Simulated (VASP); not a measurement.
# AlN (P6_3mc) in VASP: notebook, part 2 of 2

VASP 6.6.1. Earlier steps stand in the parts before.

**3. Single point, LDA**

File INCAR:

```
SYSTEM = AlN
  PREC = Accurate
  ENCUT = 520
  EDIFF = 1E-7
  ISMEAR = 0
  SIGMA = 0.05
  LREAL = .False.
  LASPH = .True.
  NELM = 100
  ALGO = Normal
  ISIF = 2
  LWAVE = .False.
  LCHARG = .True.
  GGA = CA
  LELF = .True.
  LVHAR = .True.
  NBANDS = 16
```

File KPOINTS:

```
regular mesh
0
Gamma
  9 9 6
  0 0 0
```

File POSCAR:

```
AlN
1.0
    3.3030490248      0.0000000000      0.0000000000
   -1.6515245124      2.8605243654      0.0000000000
    0.0000000000      0.0000000000      4.1347231278
Al N
2 2
Direct
    0.3333333333      0.6666666667      0.7664069085
    0.6666666667      0.3333333333      0.2664069085
    0.3333333333      0.6666666667      0.2183955428
    0.6666666667      0.3333333333      0.7183955428
```

Potentials or basis: VASP PAW LDA potentials, release 64 (Al, N).

Run with:

```bash
$ cat potpaw_LDA.64/Al/POTCAR potpaw_LDA.64/N/POTCAR > POTCAR
$ mpirun -np 1 vasp_std > vasp.out
```

OUTCAR:

```text
SYSTEM = AlN
   PREC = Accurate
   ENCUT = 520
   EDIFF = 1E-7
   ISMEAR = 0
   LREAL = .False.
   LASPH = .True.
   NELM = 100
   ISIF = 2
   GGA = CA

 ion  position               nearest neighbor table
   1  0.333  0.667  0.766-   3 1.87   4 1.92   4 1.92   4 1.92   3 2.27   2 2.81   2 2.81   2 2.81
                             2 2.81   2 2.81   2 2.81
   2  0.667  0.333  0.266-   4 1.87   3 1.92   3 1.92   3 1.92   4 2.27   1 2.81   1 2.81   1 2.81
                             1 2.81   1 2.81   1 2.81
   3  0.333  0.667  0.218-   1 1.87   2 1.92   2 1.92   2 1.92   1 2.27
   4  0.667  0.333  0.718-   2 1.87   1 1.92   1 1.92   1 1.92   2 2.27

  LATTYP: Found a hexagonal cell.
 ALAT       =     3.3030490248
 C/A-ratio  =     1.2517898150

  Lattice vectors:

 A1 = (   3.3030490248,   0.0000000000,   0.0000000000)
 A2 = (  -1.6515245124,   2.8605243654,   0.0000000000)
 A3 = (   0.0000000000,   0.0000000000,   4.1347231278)

Analysis of symmetry for initial positions (statically):
=====================================================================
 Subroutine PRICEL returns:
 Original cell was already a primitive cell.

 Routine SETGRP: Setting up the symmetry group for a
 hexagonal supercell.

[... 171 lines left out ...]
  energy without entropy =      -32.33793104  energy(sigma->0) =      -32.33793104

 E-fermi :   7.8798     XC(G=0): -11.5539

 val. band max:        7.6325146745   @ k =   0.0000   0.0000   0.0000
 cond. band min:      11.2443668893   @ k =   0.0000   0.0000   0.0000
 fundamental gap:      3.6118522148
 Fermi energy:         7.8798230116

 k-point     1 :       0.0000    0.0000    0.0000
  band No.  band energies     occupation
      1      -8.9077      2.00000
      2      -5.0929      2.00000
      3       0.9359      2.00000
      4       4.5426      2.00000
      5       4.5426      2.00000
      6       6.2574      2.00000
[... 433 lines left out ...]
      3       1.2114      2.00000
      4       2.2205      2.00000
      5       2.2205      2.00000
      6       4.8429      2.00000
[... 8 lines left out ...]
     15      19.1854      0.00000
     16      21.0153      0.00000

 [... further k-points ...]
[... 5 lines left out ...]
  --------------------------------------------------------------------------------------
  -------------------------------------------------------------------------------------
  Total       -1.8034315     -1.8034315      3.0802628      0.0000000      0.0000000     -0.0000000
  in kB      -73.9610613    -73.9610613    126.3255638      0.0000000      0.0000000     -0.0000000
  external PRESSURE =      -7.1988529 kB  Pullay stress =       0.0000000 kB

 VOLUME and BASIS-vectors are now :
 -----------------------------------------------------------------------------
  energy-cutoff  :      520.00
  volume of cell :       39.07
      direct lattice vectors                 reciprocal lattice vectors
     3.303049025  0.000000000  0.000000000     0.302750578  0.174793127  0.000000000
    -1.651524512  2.860524365  0.000000000     0.000000000  0.349586255  0.000000000
     0.000000000  0.000000000  4.134723128     0.000000000  0.000000000  0.241854163

 POSITION                                       TOTAL-FORCE (eV/Angst)
 -----------------------------------------------------------------------------------
     -0.00000      1.90702      3.16888         0.000000     -0.000000     -0.888064
      1.65152      0.95351      1.10152         0.000000      0.000000     -0.888064
     -0.00000      1.90702      0.90301        -0.000000      0.000000      0.888064
      1.65152      0.95351      2.97037         0.000000      0.000000      0.888064
 -----------------------------------------------------------------------------------
    total drift:                               -0.000000      0.000000      0.000065

  FREE ENERGIE OF THE ION-ELECTRON SYSTEM (eV)
  ---------------------------------------------------
  free  energy   TOTEN  =       -32.3379310388 eV

  energy  without entropy=      -32.3379310388  energy(sigma->0) =      -32.33793104
```

OSZICAR:

```text
N       E                     dE             d eps       ncg     rms          rms(c)
DAV:   1     0.350669002290E+02    0.35067E+02   -0.74818E+03  1552   0.904E+02
DAV:   2    -0.345694617808E+02   -0.69636E+02   -0.63114E+02  2208   0.175E+02
DAV:   3    -0.373719232030E+02   -0.28025E+01   -0.27927E+01  1872   0.359E+01
DAV:   4    -0.373858210065E+02   -0.13898E-01   -0.13897E-01  1920   0.303E+00
DAV:   5    -0.373859648170E+02   -0.14381E-03   -0.14381E-03  1816   0.298E-01    0.121E+01
DAV:   6    -0.324803548045E+02    0.49056E+01   -0.10218E+01  1664   0.234E+01    0.416E+00
DAV:   7    -0.324038780258E+02    0.76477E-01   -0.53559E-01  1976   0.488E+00    0.279E+00
DAV:   8    -0.323413671005E+02    0.62511E-01   -0.99043E-02  1624   0.254E+00    0.493E-01
DAV:   9    -0.323378409828E+02    0.35261E-02   -0.98445E-03  1848   0.737E-01    0.237E-01
DAV:  10    -0.323380035169E+02   -0.16253E-03   -0.81816E-04  1752   0.204E-01    0.123E-01
DAV:  11    -0.323379305432E+02    0.72974E-04   -0.13478E-04  1760   0.898E-02    0.179E-02
DAV:  12    -0.323379311259E+02   -0.58271E-06   -0.50246E-06  1888   0.153E-02    0.598E-03
DAV:  13    -0.323379310388E+02    0.87129E-07   -0.31192E-07  1840   0.443E-03
   1 F= -.32337931E+02 E0= -.32337931E+02  d E =-.137700E-14
```

It took 11 s on 1 thread of Intel Xeon 6975P-C (Granite Rapids), shared host; peak memory 0.15 GiB.

What came out:

```yaml
Free_energy: -32.3379 eV
Pressure: -0.7 GPa
Largest_force: 0.888 eV/Å
Band_gap_on_the_k_mesh: 3.61 eV, direct
```

Forces on the atoms (eV/Å):
```
Al   0.000  0.000 -0.888
Al   0.000  0.000 -0.888
N    0.000  0.000  0.888
N    0.000  0.000  0.888
```

Levels at points of the mesh, in eV from the valence-band top:
```csv
k point,band 4,band 5,band 6,band 7,band 8,band 9,band 10,band 11,band 12,band 13
"(0.00, 0.00, 0.00)",-3.09,-3.09,-1.38,-1.38,0.00,3.61,4.51,8.34,8.34,11.50
"(0.00, 0.00, 0.50)",-3.53,-2.27,-2.27,-2.27,-2.27,5.75,5.75,8.52,8.52,8.52
```

**4. Single point, LDA**

File INCAR:

```
PREC     = Accurate       # precision mode
ENCUT    = 520            # plane-wave cutoff, eV
EDIFF    = 1E-7           # SCF threshold, eV
ISMEAR   = 0              # smearing method
SIGMA    = 0.05           # smearing width, eV
LREAL    = F              # projectors in reciprocal space
LASPH    = T              # aspherical terms in the spheres
NELM     = 100            # most SCF steps
ALGO     = Normal         # electronic algorithm
ISIF     = 2              # what is computed and relaxed
LWAVE    = F              # write WAVECAR
LCHARG   = T              # write CHGCAR
GGA      = CA             # functional
LELF     = T              # ELF
LVHAR    = T            
NBANDS   = 16             # bands
```

File KPOINTS:

```
regular mesh
0
Gamma
  9 9 6
```

File POSCAR:

```
AlN
1.0
    3.3030490248      0.0000000000      0.0000000000
   -1.6515245124      2.8605243654      0.0000000000
    0.0000000000      0.0000000000      4.1347231278
Al N
2 2
Direct
    0.3333333333      0.6666666667      0.7718758780
    0.6666666667      0.3333333333      0.2718758780
    0.3333333333      0.6666666667      0.2078607238
    0.6666666667      0.3333333333      0.7078607238
```

Run with:

```bash
$ cat potpaw_LDA.64/Al/POTCAR potpaw_LDA.64/N/POTCAR > POTCAR
$ mpirun -np 1 vasp_std > vasp.out
```

Wall time 12 s (1 thread of Intel Xeon 6975P-C (Granite Rapids), shared host); peak memory 0.15 GiB.

Results (log left out):

```yaml
Free_energy: -32.1736 eV
Pressure: 2.8 GPa
Largest_force: 1.657 eV/Å
Band_gap_on_the_k_mesh: 3.73 eV, direct
```

Forces on the atoms (eV/Å):
```
Al   0.000  0.000 -1.657
Al   0.000  0.000 -1.657
N    0.000  0.000  1.657
N    0.000  0.000  1.657
```

Stress tensor (GPa, compression positive):
```
-9.11  0.00  0.00
 0.00 -9.11  0.00
 0.00  0.00 26.72
```

Levels at points of the mesh, in eV from the valence-band top:
| k point | band 4 | band 5 | band 6 | band 7 | band 8 | band 9 | band 10 | band 11 | band 12 | band 13 |
| --- | --- | --- | --- | --- | --- | --- | --- | --- | --- | --- |
| (0.00, 0.00, 0.00) | -2.93 | -2.93 | -1.23 | -1.23 | 0.00 | 3.73 | 4.60 | 8.49 | 8.49 | 11.70 |
| (0.00, 0.00, 0.50) | -3.43 | -2.12 | -2.12 | -2.12 | -2.12 | 5.79 | 5.79 | 8.68 | 8.68 | 8.68 |

Caveat: forces of over 1 eV/Å act on the atoms, so gaps and moduli don't describe the material at rest.

**5. Single point, LDA**

File INCAR:

```
SYSTEM = AlN
ALGO = Normal
EDIFF = 1E-7
ENCUT = 520
GGA = CA
ISIF = 2
ISMEAR = 0
LASPH = .TRUE.
LCHARG = .TRUE.
LELF = .TRUE.
LREAL = .FALSE.
LVHAR = .TRUE.
LWAVE = .FALSE.
NBANDS = 16
NELM = 80
PREC = Accurate
SIGMA = 0.05
```

File KPOINTS:

```
k-points
0
G
  9 9 6
  0 0 0
```

File POSCAR:

```
AlN
1.0
    3.3030490248      0.0000000000      0.0000000000
   -1.6515245124      2.8605243654      0.0000000000
    0.0000000000      0.0000000000      4.1347231278
Al N
2 2
Direct
    0.3333333333      0.6666666667      0.7609379390
    0.6666666667      0.3333333333      0.2609379390
    0.3333333333      0.6666666667      0.2289303619
    0.6666666667      0.3333333333      0.7289303619
```

Run with:

```bash
$ cat potpaw_LDA.64/Al/POTCAR potpaw_LDA.64/N/POTCAR > POTCAR
$ mpirun -np 1 vasp_std > vasp.out
```

Run time: 13 s. Hardware: 1 thread of Intel Xeon 6975P-C (Granite Rapids), shared host; peak memory 0.15 GiB.

It converged, with:

```yaml
Free_energy: -32.4223 eV
Pressure: -3.0 GPa
Largest_force: 0.429 eV/Å
Band_gap_on_the_k_mesh: 3.52 eV, direct
```

Forces on the atoms (eV/Å):
```
Al   0.000  0.000 -0.429
Al   0.000  0.000 -0.429
N    0.000  0.000  0.429
N    0.000  0.000  0.429
```

Stress tensor (GPa, compression positive):
```
-6.09  0.00  0.00
 0.00 -6.09  0.00
 0.00  0.00  3.04
```

Levels at points of the mesh, in eV from the valence-band top:
| k point | band 5 | band 6 | band 7 | band 8 | band 9 | band 10 | band 11 | band 12 |
| --- | --- | --- | --- | --- | --- | --- | --- | --- |
| (0.00, 0.00, 0.00) | -3.21 | -1.49 | -1.49 | 0.00 | 3.52 | 4.44 | 8.22 | 8.22 |
| (0.00, 0.00, 0.50) | -2.39 | -2.39 | -2.39 | -2.39 | 5.73 | 5.73 | 8.40 | 8.40 |
